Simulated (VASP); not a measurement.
# BN (P6_3/mmc) in VASP: a series of runs

BN is run at these levels: PBE; tasks: single point.

Program: VASP 6.6.1. These are calculated values, not measurements. Logs are shortened: lines on timing, memory, paths and dates and some standing lists are left out, and cuts for length are marked.

## 1. The cell of the first run

It takes space group P6_3/mmc (No. 194, hexagonal). Conventional cell: a = 2.547 Å, b = 2.547 Å, c = 6.766 Å, α = 90.00°, β = 90.00°, γ = 120.00°. Within 2.0 Å of N (site symmetry -6m2) lie 3 B at 1.47 Å. Within 2.0 Å of B (site symmetry -6m2) lie 3 N at 1.47 Å.

## 2. Single point, PBE (volume scaled by 1.06)

INCAR

```
PREC = Accurate
ENCUT = 520
EDIFF = 1E-7
ISMEAR = -1
SIGMA = 0.05
LREAL = False
LASPH = True
NELM = 80
ALGO = Normal
ISIF = 2
LWAVE = False
LCHARG = True
GGA = PE
LELF = True
LVHAR = True
NBANDS = 16
```

KPOINTS

```
regular mesh
0
Gamma
  12 12 4
```

POSCAR

```
BN
1.0
    2.5472375375      0.0000000000      0.0000000000
   -1.2736187687      2.2059724170      0.0000000000
    0.0000000000      0.0000000000      6.7658448057
N B
2 2
Direct
    0.6666666667      0.3333333333      0.2500000000
    0.3333333333      0.6666666667      0.7500000000
    0.6666666667      0.3333333333      0.7500000000
    0.3333333333      0.6666666667      0.2500000000
```

Potentials or basis: VASP PAW PBE potentials, release 64 (N, B).

Started as:

```sh
cat potpaw_PBE.64/N/POTCAR potpaw_PBE.64/B/POTCAR > POTCAR
mpirun -np 1 vasp_std > vasp.out
```

OUTCAR:

```text
PREC = Accurate
   ENCUT = 520
   EDIFF = 1E-7
   ISMEAR = -1
   LREAL = False
   LASPH = True
   NELM = 80
   ISIF = 2
   GGA = PE

 ion  position               nearest neighbor table
   1  0.667  0.333  0.250-   4 1.47   4 1.47   4 1.47
   2  0.333  0.667  0.750-   3 1.47   3 1.47   3 1.47
   3  0.667  0.333  0.750-   2 1.47   2 1.47   2 1.47
   4  0.333  0.667  0.250-   1 1.47   1 1.47   1 1.47

  LATTYP: Found a hexagonal cell.
 ALAT       =     2.5472375375
 C/A-ratio  =     2.6561499295

  Lattice vectors:

 A1 = (   2.5472375375,   0.0000000000,   0.0000000000)
 A2 = (  -1.2736187687,   2.2059724170,   0.0000000000)
 A3 = (   0.0000000000,   0.0000000000,   6.7658448057)

Analysis of symmetry for initial positions (statically):
=====================================================================
 Subroutine PRICEL returns:
 Original cell was already a primitive cell.

 Routine SETGRP: Setting up the symmetry group for a
 hexagonal supercell.

 Subroutine GETGRP returns: Found 24 space group operations
 (whereof 12 operations were pure point group operations)
 out of a pool of 24 trial point group operations.

The static configuration has the point symmetry D_3d.
 The point group associated with its full space group is D_6h.

Analysis of symmetry for dynamics (positions and initial velocities):
=====================================================================
 Subroutine PRICEL returns:
 Original cell was already a primitive cell.

 Routine SETGRP: Setting up the symmetry group for a
 hexagonal supercell.

 Subroutine GETGRP returns: Found 24 space group operations
 (whereof 12 operations were pure point group operations)
 out of a pool of 24 trial point group operations.

The dynamic configuration has the point symmetry D_3d.
 The point group associated with its full space group is D_6h.

 Subroutine INISYM returns: Found 24 space group operations
 (whereof 12 operations are pure point group operations),
 and found     1 'primitive' translations

----------------------------------------------------------------------------------------

                                     Primitive cell

[... 90 lines left out ...]
   LSORBIT =      F    spin-orbit coupling
   LASPH  =      T    aspherical Exc in radial PAW
   ENCUT  =  520.0 eV  38.22 Ry    6.18 a.u.   4.74  4.74 12.58*2*pi/ulx,y,z
   NELM   =     80;   NELMIN=  2; NELMDL= -5     # of ELM steps
   EDIFF  = 0.1E-06   stopping-criterion for ELM
   LREAL  =      F    real-space projection
   EDIFFG = 0.1E-05   stopping-criterion for IOM
   NSW    =      0    number of steps for IOM
   IBRION =     -1    ionic relax: 0-MD 1-quasi-New 2-CG
   NFREE  =      0    steps in history (QN), initial steepest desc. (CG)
   ISIF   =      2    stress and relaxation
   ISYM   =      2    0-nonsym 1-usesym 2-fastsym
   POTIM  = 0.5000    time-step for ionic-motion
   TEBEG  =    0.0;   TEEND  =   0.0 temperature during run
   PSTRESS=    0.0 pullay stress
   NELECT =      16.0000    total number of electrons
   NUPDOWN=      -1.0000    fix difference up-down
   EMIN   =  10.00;   EMAX   =-10.00  energy-range for DOS
   EFERMI =   0.00;   METHOD = LEGACY
   ISMEAR =    -1;   SIGMA  =   0.05  broadening in eV -4-tet -1-fermi 0-gaus
   EFERMI_NEDOS =   21; number of points for ismear=-14 and -15
   IALGO  =     38    algorithm
   IMIX   =      4    mixing-type and parameters
     AMIX     =   0.40;   BMIX     =  1.00
     AMIX_MAG =   1.60;   BMIX_MAG =  1.00
  volume/ion in A,a.u.               =       9.50        64.14
  Fermi-wavevector in a.u.,A,eV,Ry     =   1.226830  2.318372 20.478282  1.505111
  Thomas-Fermi vector in A             =   2.361816
   LORBIT       =      0    0 simple, 1 ext, 2 COOP (PROOUT), +10 PAW based schemes
   GGA     = PE    functional components
   LHFCALC =     F    Hartree Fock is set to
   AEXX    =    0.0000 exact exchange contribution
   IVDW    =     0    specifies the selected vdW correction
   LEPSILON=     F    determine dielectric tensor
   LRPA    =     F    only Hartree local field effects (RPA)
 non-spin polarized calculation
  energy-cutoff  :      520.00
  volume of cell :       38.02
 maximum number of plane-waves:      1046
 NGX is ok and might be reduce to    20
   NGX =  9   NGY =  9   NGZ = 25

 number of electron      16.0000002 magnetization

 Free energy of the ion-electron system (eV)
  ---------------------------------------------------
  ext. energy  EPLUGINS =         0.00000000
  ---------------------------------------------------
  free energy    TOTEN  =       -35.12416466 eV

  energy without entropy =      -35.12416466  energy(sigma->0) =      -35.12416466

 E-fermi :   3.0661     XC(G=0):  -9.8427

 val. band max:        1.9107836542   @ k =   0.3333   0.3333   0.5000
 cond. band min:       6.1268645859   @ k =   0.5000  -0.0000   0.0000
 fundamental gap:      4.2160809317
 Fermi energy:         3.0660937837

 k-point     1 :       0.0000    0.0000    0.0000
  band No.  band energies     occupation
      1     -15.5689      2.00000
      2     -15.3097      2.00000
      3      -3.9761      2.00000
      4      -2.0035      2.00000
      5       0.5239      2.00000
      6       0.5239      2.00000
[... 433 lines left out ...]
      3      -4.8644      2.00000
      4      -4.8134      2.00000
      5      -1.6145      2.00000
      6      -1.5751      2.00000
[... 8 lines left out ...]
     15      18.0798      0.00000
     16      19.7062      0.00000

 [... further k-points ...]

------------------------ aborting loop because EDIFF is reached ----------------------------------------

  FORCE on cell =-STRESS in cart. coord.  units (eV):
  Direction    XX          YY          ZZ          XY          YZ          ZX
  --------------------------------------------------------------------------------------
  -------------------------------------------------------------------------------------
  Total       -3.1833931     -3.1833931      0.5037986     -0.0000000      0.0000000      0.0000000
  in kB     -134.1557499   -134.1557499     21.2312725     -0.0000000      0.0000000      0.0000000
  external PRESSURE =     -82.3600757 kB  Pullay stress =       0.0000000 kB

 VOLUME and BASIS-vectors are now :
 -----------------------------------------------------------------------------
  energy-cutoff  :      520.00
  volume of cell :       38.02
      direct lattice vectors                 reciprocal lattice vectors
     2.547237538  0.000000000  0.000000000     0.392582154  0.226657412  0.000000000
    -1.273618769  2.205972417  0.000000000     0.000000000  0.453314825  0.000000000
     0.000000000  0.000000000  6.765844806     0.000000000  0.000000000  0.147801203

 POSITION                                       TOTAL-FORCE (eV/Angst)
 -----------------------------------------------------------------------------------
      1.27362      0.73532      1.69146         0.000000     -0.000000      0.000000
     -0.00000      1.47065      5.07438        -0.000000      0.000000      0.000000
      1.27362      0.73532      5.07438         0.000000      0.000000      0.000000
     -0.00000      1.47065      1.69146        -0.000000      0.000000      0.000000
 -----------------------------------------------------------------------------------
    total drift:                               -0.000000      0.000000     -0.000000

  FREE ENERGIE OF THE ION-ELECTRON SYSTEM (eV)
  ---------------------------------------------------
  free  energy   TOTEN  =       -35.1241646619 eV

  energy  without entropy=      -35.1241646619  energy(sigma->0) =      -35.12416466
```

OSZICAR:

```text
N       E                     dE             d eps       ncg     rms          rms(c)
DAV:   1     0.485902816428E+02    0.48590E+02   -0.79078E+03  1832   0.918E+02
DAV:   2    -0.349794672754E+02   -0.83570E+02   -0.75963E+02  2536   0.217E+02
DAV:   3    -0.383526210947E+02   -0.33732E+01   -0.33607E+01  2392   0.429E+01
DAV:   4    -0.383761273658E+02   -0.23506E-01   -0.23503E-01  2240   0.398E+00
DAV:   5    -0.383763504777E+02   -0.22311E-03   -0.22311E-03  2352   0.373E-01    0.108E+01
DAV:   6    -0.354194635637E+02    0.29569E+01   -0.50966E+00  2328   0.172E+01    0.480E+00
DAV:   7    -0.351965229483E+02    0.22294E+00   -0.48559E-01  2472   0.512E+00    0.306E+00
DAV:   8    -0.351280278048E+02    0.68495E-01   -0.22731E-01  2352   0.313E+00    0.473E-01
DAV:   9    -0.351230941775E+02    0.49336E-02   -0.14673E-02  2112   0.979E-01    0.182E-01
DAV:  10    -0.351240483391E+02   -0.95416E-03   -0.14207E-03  2104   0.283E-01    0.360E-02
DAV:  11    -0.351241534569E+02   -0.10512E-03   -0.10259E-04  2272   0.816E-02    0.241E-02
DAV:  12    -0.351241643299E+02   -0.10873E-04   -0.29275E-05  2024   0.379E-02    0.303E-03
DAV:  13    -0.351241645333E+02   -0.20341E-06   -0.77099E-07  2528   0.662E-03    0.948E-04
DAV:  14    -0.351241646606E+02   -0.12728E-06   -0.17231E-07  1888   0.275E-03    0.219E-04
DAV:  15    -0.351241646619E+02   -0.12851E-08   -0.29128E-09  1440   0.417E-04
   1 F= -.35124165E+02 E0= -.35124165E+02  d E =-.908266E-11
```

Wall time 53 s (1 thread of Intel Xeon 6975P-C, shared host); peak memory 0.16 GiB.

What came out:

```yaml
Free_energy: -35.1242 eV
Pressure: -8.2 GPa
Band_gap_on_the_k_mesh: 4.22 eV, indirect (least direct gap 4.52 eV)
```

Caveat: this functional lacks dispersion, which binds the layers, so the pressure and a relaxed spacing across them are unreliable. A k mesh can miss the band edges.

[end of part 1 of 2]
